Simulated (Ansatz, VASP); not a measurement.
**KBr: VASP beside Ansatz**

POSCAR

```
KBr
1.0
    0.0000000000      3.5086791066      3.9834417731
    3.5086791066      0.0000000000      3.9834417731
    3.5086791066      3.5086791066      0.0000000000
K Br
1 1
Direct
    0.0000000000      0.0000000000      0.0000000000
    0.2500000000      0.2500000000      0.2500000000
```

Contents of INCAR.step1:

```
  PREC = Accurate
  ENCUT = 520
  EDIFF = 1E-5
  ISMEAR = 0
  SIGMA = 0.01
  LREAL = F
  LASPH = T
  NELM = 60
  ALGO = Normal
  ISIF = 2
  LWAVE = T
  LCHARG = F
  GGA = PE
  NBANDS = 15
```

Contents of INCAR.step2:

```
  PREC = Accurate
  ENCUT = 520
  EDIFF = 1E-6
  ISMEAR = 0
  SIGMA = 0.01
  LREAL = F
  LASPH = T
  NELM = 60
  ALGO = Normal
  ISIF = 2
  LWAVE = F
  LCHARG = F
  GGA = PE
  LHFCALC = T
  HFSCREEN = 0.2079
  PRECFOCK = Normal
  ISTART = 1
  NBANDS = 15
```

File KPOINTS:

```
regular mesh
0
Gamma
  4 4 4
```

Input for Ansatz:

```yaml
crystal:
  lattice:
    - [0.0, 3.5086791066, 3.9834417731]
    - [3.5086791066, 0.0, 3.9834417731]
    - [3.5086791066, 3.5086791066, 0.0]
  atoms:
    - { symbol: K, position: [0.0, 0.0, 0.0] }
    - { symbol: Br, position: [0.25, 0.25, 0.25] }
kpoints:
  mp_grid: { grid: [4, 4, 4] }
  band_path:
    path:
      - [0.0, 0.0, 0.0]
      - [-0.5, -0.5, 0.0]
      - [-0.375, -0.375, 0.25]
      - [-0.375, 0.0, 0.375]
      - [0.0, 0.0, 0.5]
      - [-0.5, -0.25, 0.25]
      - [0.302083, 0.302083, -0.385417]
    npoints: 1
hamiltonian:
  xc: hse06
scf:
  occupations: { method: fixed }
  n_extra_bands: 4
output:
  forces: true
  stress: true
  eigenvalues: true
  write_density: true
  write_potential: true
  elf: true
  volumetric_format: npy
```

Change from the starting cell: epitaxial_xy strain -4.9%.

Alike in both runs: task single point; functional HSE06; k mesh 4 × 4 × 4; no spin polarisation.

```csv
,VASP,Ansatz
version,VASP 6.6.1,Ansatz 0.2.0
potentials or method,"VASP PAW PBE potentials, release 64 (K_sv, Br)","plane waves, PAW"
plane-wave cutoff (eV),520,420
occupations,"gaussian, width 0.01 eV",fixed
valence electrons in the cell,16,16
```

```csv
,VASP,Ansatz,Ansatz less VASP
gap on the k mesh at the Fermi level (eV),5.33,5.33,+0.001
pressure (GPa),0.3,0.3,-0.02
"traceless stress, the component that is largest in VASP (GPa)",-0.12,-0.12,-0.004
```

Ansatz's warnings: stress exchange threshold loose, stress scf threshold loose.
